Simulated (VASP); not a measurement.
# TePb (Fm-3m) in VASP: further runs, part 2 of 2

VASP 6.6.1. The steps go on from the part before.

### 3 Single point, PBE

The input, INCAR:

```
SYSTEM = TePb
  ALGO = Normal
  EDIFF = 1E-6
  ENCUT = 520
  GGA = PE
  ISIF = 2
  ISMEAR = 0
  LASPH = .True.
  LCHARG = .False.
  LREAL = .False.
  LWAVE = .False.
  NBANDS = 17
  NELM = 60
  PREC = Accurate
  SIGMA = 0.05
```

The input, KPOINTS:

```
k-points
0
Gamma
  6 6 6
  0 0 0
```

The input, POSCAR:

```
TePb
1.0
    0.0000000000      3.2270013417      3.2270013417
    3.2270013417      0.0000000000      3.2270013417
    3.2270013417      3.2270013417      0.0000000000
Pb Te
1 1
Direct
    0.5000000000      0.5000000000      0.5000000000
    0.0000000000      0.0000000000      0.0000000000
```

Potentials or basis: VASP PAW PBE potentials, release 64 (Pb_d, Te).

Run with:

```sh
$ cat potpaw_PBE.64/Pb_d/POTCAR potpaw_PBE.64/Te/POTCAR > POTCAR
$ mpirun -np 1 vasp_std > vasp.out
```

OUTCAR:

```text
SYSTEM = TePb
   EDIFF = 1E-6
   ENCUT = 520
   GGA = PE
   ISIF = 2
   ISMEAR = 0
   LASPH = .True.
   LREAL = .False.
   NELM = 60
   PREC = Accurate

 ion  position               nearest neighbor table
   1  0.500  0.500  0.500-   2 3.23   2 3.23   2 3.23   2 3.23   2 3.23   2 3.23
   2  0.000  0.000  0.000-   1 3.23   1 3.23   1 3.23   1 3.23   1 3.23   1 3.23

  LATTYP: Found a face centered cubic cell.
 ALAT       =     6.4540026834

  Lattice vectors:

 A1 = (   0.0000000000,   3.2270013417,   3.2270013417)
 A2 = (   3.2270013417,   0.0000000000,   3.2270013417)
 A3 = (   3.2270013417,   3.2270013417,   0.0000000000)

Analysis of symmetry for initial positions (statically):
=====================================================================
 Subroutine PRICEL returns:
 Original cell was already a primitive cell.

 Routine SETGRP: Setting up the symmetry group for a
 face centered cubic supercell.

 Subroutine GETGRP returns: Found 48 space group operations
 (whereof 48 operations were pure point group operations)
 out of a pool of 48 trial point group operations.

The static configuration has the point symmetry O_h .

Analysis of symmetry for dynamics (positions and initial velocities):
=====================================================================
 Subroutine PRICEL returns:
 Original cell was already a primitive cell.

 Routine SETGRP: Setting up the symmetry group for a
 face centered cubic supercell.

 Subroutine GETGRP returns: Found 48 space group operations
 (whereof 48 operations were pure point group operations)
 out of a pool of 48 trial point group operations.

The dynamic configuration has the point symmetry O_h .

 Subroutine INISYM returns: Found 48 space group operations
 (whereof 48 operations are pure point group operations),
 and found     1 'primitive' translations

----------------------------------------------------------------------------------------

                                     Primitive cell

  volume of cell :      67.2090

  direct lattice vectors                    reciprocal lattice vectors
     0.000000000  3.227001342  3.227001342    -0.154942607  0.154942607  0.154942607
     3.227001342  0.000000000  3.227001342     0.154942607 -0.154942607  0.154942607
     3.227001342  3.227001342  0.000000000     0.154942607  0.154942607 -0.154942607

  length of vectors
     4.563669063  4.563669063  4.563669063     0.268368467  0.268368467  0.268368467

  position of ions in fractional coordinates (direct lattice)
     0.500000000  0.500000000  0.500000000
     0.000000000  0.000000000  0.000000000

  ion indices of the primitive-cell ions
   primitive index   ion index
                 1           1
                 2           2

----------------------------------------------------------------------------------------

 KPOINTS: k-points

Automatic generation of k-mesh.
 Grid dimensions read from file:
 generate k-points for:    6    6    6

 Generating k-lattice:

  Cartesian coordinates                     Fractional coordinates (reciprocal lattice)
    -0.025823768  0.025823768  0.025823768     0.166666667  0.000000000  0.000000000
     0.025823768 -0.025823768  0.025823768     0.000000000  0.166666667  0.000000000
     0.025823768  0.025823768 -0.025823768     0.000000000  0.000000000  0.166666667

  Length of vectors
     0.044728078  0.044728078  0.044728078

  Shift w.r.t. Gamma in fractional coordinates (k-lattice)
     0.000000000  0.000000000  0.000000000

 Subroutine IBZKPT returns following result:
 ===========================================

 Found     16 irreducible k-points:

 Following reciprocal coordinates:
            Coordinates               Weight
  0.000000  0.000000  0.000000      1.000000
  0.166667  0.000000  0.000000      8.000000
  0.333333  0.000000  0.000000      8.000000
  0.500000  0.000000  0.000000      4.000000
  0.166667  0.166667  0.000000      6.000000
  0.333333  0.166667  0.000000     24.000000
[... 8 lines left out ...]
 -0.333333  0.333333  0.166667     24.000000
 -0.333333  0.500000  0.166667     12.000000
   k-points           NKPTS =     16   k-points in BZ     NKDIM =     16   number of bands    NBANDS=     17
   number of dos      NEDOS =    301   number of ions     NIONS =      2
   total plane-waves  NPLWV =  46656
   dimension x,y,z NGX =    36 NGY =   36 NGZ =   36
   dimension x,y,z NGXF=    72 NGYF=   72 NGZF=   72
   ions per type =               1   1
   NGX,Y,Z   is equivalent  to a cutoff of  13.11, 13.11, 13.11 a.u.
   NGXF,Y,Z  is equivalent  to a cutoff of  26.23, 26.23, 26.23 a.u.
 SYSTEM =  TePb
   PREC   = accura    normal or accurate (medium, high low for compatibility)
   ISTART =      0    job   : 0-new  1-cont  2-samecut
   ICHARG =      2    charge: 1-file 2-atom 10-const
   ISPIN  =      1    spin polarized calculation?
   LNONCOLLINEAR =      F non collinear calculations
   LSORBIT =      F    spin-orbit coupling
   LASPH  =      T    aspherical Exc in radial PAW
   ENCUT  =  520.0 eV  38.22 Ry    6.18 a.u.   8.49  8.49  8.49*2*pi/ulx,y,z
   NELM   =     60;   NELMIN=  2; NELMDL= -5     # of ELM steps
   EDIFF  = 0.1E-05   stopping-criterion for ELM
   LREAL  =      F    real-space projection
[... 7 lines left out ...]
   TEBEG  =    0.0;   TEEND  =   0.0 temperature during run
   PSTRESS=    0.0 pullay stress
   NELECT =      20.0000    total number of electrons
   NUPDOWN=      -1.0000    fix difference up-down
   EMIN   =  10.00;   EMAX   =-10.00  energy-range for DOS
   EFERMI =   0.00;   METHOD = LEGACY
   ISMEAR =     0;   SIGMA  =   0.05  broadening in eV -4-tet -1-fermi 0-gaus
   EFERMI_NEDOS =   21; number of points for ismear=-14 and -15
   IALGO  =     38    algorithm
   IMIX   =      4    mixing-type and parameters
     AMIX     =   0.40;   BMIX     =  1.00
     AMIX_MAG =   1.60;   BMIX_MAG =  1.00
  volume/ion in A,a.u.               =      33.60       226.77
  Fermi-wavevector in a.u.,A,eV,Ry     =   1.092972  2.065418 16.253352  1.194588
  Thomas-Fermi vector in A             =   2.229248
   LORBIT       =      0    0 simple, 1 ext, 2 COOP (PROOUT), +10 PAW based schemes
   GGA     = PE    functional components
   LHFCALC =     F    Hartree Fock is set to
   AEXX    =    0.0000 exact exchange contribution
   IVDW    =     0    specifies the selected vdW correction
   LEPSILON=     F    determine dielectric tensor
   LRPA    =     F    only Hartree local field effects (RPA)
 non-spin polarized calculation
 Gauss-broadening in eV      SIGMA  =   0.05
  energy-cutoff  :      520.00
  volume of cell :       67.21
 maximum number of plane-waves:      1837
 NGX is ok and might be reduce to    36
   NGX = 17   NGY = 17   NGZ = 17

 number of electron      20.0000002 magnetization

 Free energy of the ion-electron system (eV)
  ---------------------------------------------------
  ext. energy  EPLUGINS =         0.00000000
  ---------------------------------------------------
  free energy    TOTEN  =        -7.49860897 eV

  energy without entropy =       -7.49860897  energy(sigma->0) =       -7.49860897

 E-fermi :   5.8812     XC(G=0):  -9.3176

 val. band max:        5.6744840003   @ k =   0.5000   0.0000   0.0000
 cond. band min:       6.4016045345   @ k =   0.5000   0.0000   0.0000
 fundamental gap:      0.7271205341
 Fermi energy:         5.8812148565

 k-point     1 :       0.0000    0.0000    0.0000
  band No.  band energies     occupation
      1     -11.0555      2.00000
      2     -11.0555      2.00000
      3     -11.0460      2.00000
      4     -11.0460      2.00000
      5     -11.0460      2.00000
      6      -6.3772      2.00000
[... 9 lines left out ...]
     16      11.4599      0.00000
     17      13.0234      0.00000

 k-point     2 :       0.1667    0.0000    0.0000
  band No.  band energies     occupation
      1     -11.0589      2.00000
      2     -11.0589      2.00000
      3     -11.0453      2.00000
      4     -11.0420      2.00000
      5     -11.0420      2.00000
      6      -6.1395      2.00000
[... 9 lines left out ...]
     16      11.9684      0.00000
     17      14.6785      0.00000
[... 261 lines left out ...]
 k-point    16 :      -0.3333    0.5000    0.1667
  band No.  band energies     occupation
      1     -11.1058      2.00000
      2     -11.0530      2.00000
      3     -11.0474      2.00000
      4     -11.0292      2.00000
      5     -11.0196      2.00000
      6      -4.5657      2.00000
[... 9 lines left out ...]
     16      16.4020      0.00000
     17      17.2402      0.00000

------------------------ aborting loop because EDIFF is reached ----------------------------------------

  FORCE on cell =-STRESS in cart. coord.  units (eV):
  Direction    XX          YY          ZZ          XY          YZ          ZX
  --------------------------------------------------------------------------------------
  -------------------------------------------------------------------------------------
  Total        0.9469305      0.9469305      0.9469305      0.0000000      0.0000000     -0.0000000
  in kB       22.5736221     22.5736221     22.5736221      0.0000000      0.0000000     -0.0000000
  external PRESSURE =      22.5736221 kB  Pullay stress =       0.0000000 kB

 VOLUME and BASIS-vectors are now :
 -----------------------------------------------------------------------------
  energy-cutoff  :      520.00
  volume of cell :       67.21
      direct lattice vectors                 reciprocal lattice vectors
     0.000000000  3.227001342  3.227001342    -0.154942607  0.154942607  0.154942607
     3.227001342  0.000000000  3.227001342     0.154942607 -0.154942607  0.154942607
     3.227001342  3.227001342  0.000000000     0.154942607  0.154942607 -0.154942607

 POSITION                                       TOTAL-FORCE (eV/Angst)
 -----------------------------------------------------------------------------------
      3.22700      3.22700      3.22700         0.000000      0.000000      0.000000
      0.00000      0.00000      0.00000        -0.000000     -0.000000      0.000000
 -----------------------------------------------------------------------------------
    total drift:                                0.000000      0.000000      0.000000

  FREE ENERGIE OF THE ION-ELECTRON SYSTEM (eV)
  ---------------------------------------------------
  free  energy   TOTEN  =        -7.4986089720 eV

  energy  without entropy=       -7.4986089720  energy(sigma->0) =       -7.49860897
```

OSZICAR:

```text
N       E                     dE             d eps       ncg     rms          rms(c)
DAV:   1     0.147899584782E+03    0.14790E+03   -0.90230E+03   552   0.113E+03
DAV:   2     0.269121948615E+01   -0.14521E+03   -0.14072E+03   571   0.298E+02
DAV:   3    -0.736520833316E+01   -0.10056E+02   -0.10015E+02   725   0.836E+01
DAV:   4    -0.760639857681E+01   -0.24119E+00   -0.24103E+00   623   0.146E+01
DAV:   5    -0.761864504730E+01   -0.12246E-01   -0.12246E-01   857   0.312E+00    0.342E+00
DAV:   6    -0.750023269387E+01    0.11841E+00   -0.25751E-01   766   0.358E+00    0.210E+00
DAV:   7    -0.749686578151E+01    0.33669E-02   -0.82908E-02   690   0.141E+00    0.911E-01
DAV:   8    -0.749866911567E+01   -0.18033E-02   -0.96119E-03   672   0.100E+00    0.158E-01
DAV:   9    -0.749857222106E+01    0.96895E-04   -0.12176E-03   833   0.383E-01    0.712E-02
DAV:  10    -0.749860367424E+01   -0.31453E-04   -0.15958E-04   625   0.101E-01    0.189E-02
DAV:  11    -0.749860941664E+01   -0.57424E-05   -0.47414E-05   723   0.595E-02    0.209E-02
DAV:  12    -0.749860897202E+01    0.44462E-06   -0.30568E-06   600   0.925E-03
   1 F= -.74986090E+01 E0= -.74986090E+01  d E =-.196658E-10
```

stdout:

```text
POSCAR found type information on POSCAR PbTe
 POSCAR found :  2 types and       2 ions
 scaLAPACK will be used
 LDA part: xc-table for (Slater+PW92), standard interpolation
 POSCAR, INCAR and KPOINTS ok, starting setup
 FFT: planning ... GRIDC
 FFT: planning ... GRID_SOFT
 FFT: planning ... GRID
 WAVECAR not read
 entering main loop
```

It took 21 s on 1 thread of Intel Xeon Platinum 8259CL at 2.50GHz (Skylake/Cascade Lake), shared host; peak memory 0.2 GiB.

Results:

```yaml
Free_energy: -7.4986 eV
Pressure: 2.3 GPa
Band_gap_on_the_k_mesh: 0.73 eV
```

Levels at points of the mesh, in eV from the valence-band top:
```
           k point  band 8  band 9  band 10  band 11  band 12  band 13
(0.00, 0.00, 0.00)   -1.36   -1.36    -1.36     4.08     4.08     4.08
(0.50, 0.00, 0.00)   -0.90   -0.90     0.00     0.73     1.26     1.26
(0.50, 0.50, 0.00)   -4.53   -2.82    -2.82     3.27     5.49     5.49
```

Caveat: spin-orbit coupling is left out, which moves the levels of the heavy elements.
